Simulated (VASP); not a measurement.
# MgO (Fm-3m) in VASP: notebook

The runs below take MgO through vibrations by perturbation theory, with LDA.

Program: VASP 6.6.1. These are calculated values, not measurements. Logs are shortened: lines on timing, memory, paths and dates and some standing lists are left out, and cuts for length are marked.

### 1 The cell of the first run

The structure is cubic, space group Fm-3m (No. 225). Conventional cell: a = 4.088 Å, b = 4.088 Å, c = 4.088 Å, α = 90.00°, β = 90.00°, γ = 90.00°. Mg (site symmetry m-3m) has 6 O at 2.04 Å within 2.7 Å. O (site symmetry m-3m) has 6 Mg at 2.04 Å within 2.7 Å.

### 2 Vibrations by perturbation theory, LDA

INCAR reads:

```
SYSTEM = MgO
PREC = Accurate
ENCUT = 520
EDIFF = 1E-8
ISMEAR = 0
SIGMA = 0.01
LREAL = .FALSE.
LASPH = .TRUE.
NELM = 100
ALGO = Normal
ISIF = 2
LWAVE = .FALSE.
LCHARG = .FALSE.
GGA = CA
IBRION = 8
NSW = 1
```

KPOINTS reads:

```
regular mesh
0
G
  10 10 10
  0 0 0
```

POSCAR reads:

```
MgO
1.0
    2.0438260727      2.0438260727      0.0000000000
   -2.0438260727      2.0438260727      0.0000000000
    0.0000000000      2.0438260727      2.0438260727
Mg O
1 1
Direct
    0.0000000000      0.0000000000      0.0000000000
    0.5000000000      0.5000000000      0.0000000000
```

Potentials or basis: VASP PAW LDA potentials, release 64 (Mg, O).

The run is started by

```console
cat potpaw_LDA.64/Mg/POTCAR potpaw_LDA.64/O/POTCAR > POTCAR
mpirun -np 1 vasp_std > vasp.out
```

OUTCAR:

```text
SYSTEM = MgO
   PREC = Accurate
   ENCUT = 520
   EDIFF = 1E-8
   ISMEAR = 0
   LREAL = .FALSE.
   LASPH = .TRUE.
   NELM = 100
   ISIF = 2
   GGA = CA
   IBRION = 8
   NSW = 1

 ion  position               nearest neighbor table
   1  0.000  0.000  0.000-   2 2.04   2 2.04   2 2.04   2 2.04   2 2.04   2 2.04
   2  0.500  0.500  0.000-   1 2.04   1 2.04   1 2.04   1 2.04   1 2.04   1 2.04

  LATTYP: Found a face centered cubic cell.
 ALAT       =     4.0876521454

  Lattice vectors:

 A1 = (   0.0000000000,   2.0438260727,   2.0438260727)
 A2 = (   2.0438260727,   0.0000000000,   2.0438260727)
 A3 = (   2.0438260727,   2.0438260727,   0.0000000000)

Analysis of symmetry for initial positions (statically):
=====================================================================
 Subroutine PRICEL returns:
 Original cell was already a primitive cell.

 Routine SETGRP: Setting up the symmetry group for a
 face centered cubic supercell.

 Subroutine GETGRP returns: Found 48 space group operations
 (whereof 48 operations were pure point group operations)
 out of a pool of 48 trial point group operations.

The static configuration has the point symmetry O_h .

Analysis of symmetry for dynamics (positions and initial velocities):
=====================================================================
 Subroutine PRICEL returns:
 Original cell was already a primitive cell.

 Routine SETGRP: Setting up the symmetry group for a
 face centered cubic supercell.

 Subroutine GETGRP returns: Found 48 space group operations
 (whereof 48 operations were pure point group operations)
 out of a pool of 48 trial point group operations.

The dynamic configuration has the point symmetry O_h .

 Subroutine INISYM returns: Found 48 space group operations
 (whereof 48 operations are pure point group operations),
 and found     1 'primitive' translations

----------------------------------------------------------------------------------------

                                     Primitive cell

  volume of cell :      17.0750

  direct lattice vectors                    reciprocal lattice vectors
     2.043826073  2.043826073  0.000000000     0.244639212  0.244639212 -0.244639212
    -2.043826073  2.043826073  0.000000000    -0.244639212  0.244639212 -0.244639212
     0.000000000  2.043826073  2.043826073     0.000000000  0.000000000  0.489278424

  length of vectors
     2.890406551  2.890406551  2.890406551     0.423727545  0.423727545  0.489278424

  position of ions in fractional coordinates (direct lattice)
     0.000000000  0.000000000  0.000000000
     0.500000000  0.500000000  0.000000000

  ion indices of the primitive-cell ions
   primitive index   ion index
                 1           1
                 2           2

----------------------------------------------------------------------------------------

 KPOINTS: regular mesh

Automatic generation of k-mesh.
 Grid dimensions read from file:
 generate k-points for:   10   10   10

 Generating k-lattice:

  Cartesian coordinates                     Fractional coordinates (reciprocal lattice)
     0.024463921  0.024463921 -0.024463921     0.100000000  0.000000000  0.000000000
    -0.024463921  0.024463921 -0.024463921     0.000000000  0.100000000  0.000000000
     0.000000000  0.000000000  0.048927842     0.000000000  0.000000000  0.100000000

  Length of vectors
     0.042372754  0.042372754  0.048927842

  Shift w.r.t. Gamma in fractional coordinates (k-lattice)
[... 80 lines left out ...]
   IVDW    =     0    specifies the selected vdW correction
   LEPSILON=     F    determine dielectric tensor
   LRPA    =     F    only Hartree local field effects (RPA)
 non-spin polarized calculation
 Gauss-broadening in eV      SIGMA  =   0.01
  energy-cutoff  :      520.00
  volume of cell :       17.08
 maximum number of plane-waves:       474
 NGX is ok and might be reduce to    24
   NGX = 11   NGY = 11   NGZ = 11

--------------------------------------- Ionic step        1  -------------------------------------------

 number of electron       7.9999997 magnetization

 Free energy of the ion-electron system (eV)
  ---------------------------------------------------
  ext. energy  EPLUGINS =         0.00000000
  ---------------------------------------------------
  free energy    TOTEN  =       -13.42594204 eV

  energy without entropy =      -13.42594204  energy(sigma->0) =      -13.42594204

 E-fermi :   3.6605     XC(G=0): -12.0328

 val. band max:        3.5983269810   @ k =   0.0000   0.0000   0.0000
 cond. band min:       9.1838155785   @ k =   0.0000   0.0000   0.0000
 fundamental gap:      5.5854885975
 Fermi energy:         3.6604559657

 k-point     1 :       0.0000    0.0000    0.0000
  band No.  band energies     occupation
      1     -13.9009      2.00000
      2       3.5983      2.00000
      3       3.5983      2.00000
      4       3.5983      2.00000
      5       9.1838      0.00000
      6      19.6094      0.00000
      7      19.6094      0.00000
      8      19.6094      0.00000
[... 243 lines left out ...]
 k-point    24 :       0.4000    0.3000    0.0000
  band No.  band energies     occupation
      1     -12.0164      2.00000
      2      -0.3624      2.00000
      3       0.6153      2.00000
      4       2.4078      2.00000
      5      14.0686      0.00000
      6      16.3663      0.00000
      7      16.9317      0.00000
      8      22.2759      0.00000

 [... further k-points ...]

------------------------ aborting loop because EDIFF is reached ----------------------------------------

  FORCE on cell =-STRESS in cart. coord.  units (eV):
  Direction    XX          YY          ZZ          XY          YZ          ZX
  --------------------------------------------------------------------------------------
  -------------------------------------------------------------------------------------
  Total        0.8854495      0.8854495      0.8854495     -0.0000000      0.0000000      0.0000000
  in kB       83.0830788     83.0830788     83.0830788     -0.0000000      0.0000000      0.0000000
  external PRESSURE =      83.0830788 kB  Pullay stress =       0.0000000 kB

 VOLUME and BASIS-vectors are now :
 -----------------------------------------------------------------------------
  energy-cutoff  :      520.00
  volume of cell :       17.08
      direct lattice vectors                 reciprocal lattice vectors
     2.043826073  2.043826073  0.000000000     0.244639212  0.244639212 -0.244639212
    -2.043826073  2.043826073  0.000000000    -0.244639212  0.244639212 -0.244639212
     0.000000000  2.043826073  2.043826073     0.000000000  0.000000000  0.489278424

 POSITION                                       TOTAL-FORCE (eV/Angst)
 -----------------------------------------------------------------------------------
      0.00000      0.00000      0.00000         0.000000     -0.000000      0.000000
      0.00000      2.04383      0.00000        -0.000000      0.000000      0.000000
 -----------------------------------------------------------------------------------
    total drift:                                0.000000     -0.000000     -0.000000

  FREE ENERGIE OF THE ION-ELECTRON SYSTEM (eV)
  ---------------------------------------------------
  free  energy   TOTEN  =       -13.4259420400 eV

  energy  without entropy=      -13.4259420400  energy(sigma->0) =      -13.42594204

[... ionic steps 2 to 3 ...]

--------------------------------------- Ionic step        4  -------------------------------------------

------------------------ aborting loop because EDIFF is reached ----------------------------------------

[... ionic steps 5 to 6 ...]

--------------------------------------- Ionic step        7  -------------------------------------------

 Free energy of the ion-electron system (eV)
  ---------------------------------------------------
  ---------------------------------------------------
  free energy    TOTEN  =        -0.35225042 eV

  energy without entropy =       -0.35225042

------------------------ aborting loop because EDIFF is reached ----------------------------------------

 INTERNAL STRAIN TENSOR  FOR ION    2  DIRECTION 1   (eV/Angst):
 -----------------------------------------------------------------------------
     0.00833  0.00000  0.00000
     0.00000 -0.00775  0.00000
    -0.00000  0.00000 -0.00775

 INTERNAL STRAIN TENSOR FOR ION    2 for displacements in x,y,z  (eV/Angst):
          X           Y           Z          XY          YZ          ZX
  --------------------------------------------------------------------------------
  x     0.00000     0.00000     0.00000     0.00000     0.00000     0.00000
  y     0.00000     0.00000     0.00000     0.00000     0.00000     0.00000
  z     0.00000     0.00000     0.00000     0.00000     0.00000     0.00000

 SECOND DERIVATIVES (NOT SYMMETRIZED)
 ------------------------------------
               1X          1Y          1Z          2X          2Y          2Z
  1X    -7.682785    0.000000    0.000000    7.682785    0.000000    0.000000
  1Y     0.000000   -7.682785    0.000000    0.000000    7.682785    0.000000
  1Z     0.000000    0.000000   -7.682785    0.000000    0.000000    7.682785
  2X     7.674080    0.000000    0.000000   -7.674080    0.000000    0.000000
  2Y     0.000000    7.674080    0.000000    0.000000   -7.674080    0.000000
  2Z     0.000000    0.000000    7.674080    0.000000    0.000000   -7.674080

 Eigenvectors and eigenvalues of the dynamical matrix
 ----------------------------------------------------

   1 f  =   13.945475 THz    87.622006 2PiTHz  465.170989 cm-1    57.673826 meV
             X         Y         Z           dx          dy          dz
      0.000000  0.000000  0.000000    -0.630273    0.000000    0.000000
      0.000000  2.043826  0.000000     0.776373   -0.000000   -0.000000
[... 21 lines left out ...]
   6 f/i=    0.003868 THz     0.024303 2PiTHz    0.129022 cm-1     0.015997 meV
             X         Y         Z           dx          dy          dz
      0.000000  0.000000  0.000000    -0.304109    0.403091    0.589738
      0.000000  2.043826  0.000000    -0.246881    0.327236    0.478760

--------------------------------------------------------------------------------------------------------

 ELASTIC MODULI CONTR FROM IONIC RELAXATION (kBar)
 Direction    XX          YY          ZZ          XY          YZ          ZX
 --------------------------------------------------------------------------------
 XX           0.0000      0.0000      0.0000      0.0000      0.0000      0.0000
 YY           0.0000      0.0000      0.0000      0.0000      0.0000      0.0000
 ZZ           0.0000      0.0000      0.0000      0.0000      0.0000      0.0000
 XY           0.0000      0.0000      0.0000      0.0000      0.0000      0.0000
 YZ           0.0000      0.0000      0.0000      0.0000      0.0000      0.0000
 ZX           0.0000      0.0000      0.0000      0.0000      0.0000      0.0000
 --------------------------------------------------------------------------------
```

It took 32 s on 1 thread of Intel Xeon Platinum 8259CL at 2.50GHz (Skylake/Cascade Lake), shared host; peak memory 0.17 GiB.

Results:

```yaml
Highest_phonon_frequency_at_Γ_LO-TO_splitting_left_out: 465 cm⁻¹
```

Phonon frequencies in cm⁻¹ (negative: imaginary):
| q point | frequencies |
| --- | --- |
| (0.000, 0.000, 0.000) | 0 0 0 465 465 465 |

Caveat: the cell wasn't relaxed at this level first, which shifts response properties.

[end of part 1 of 2]
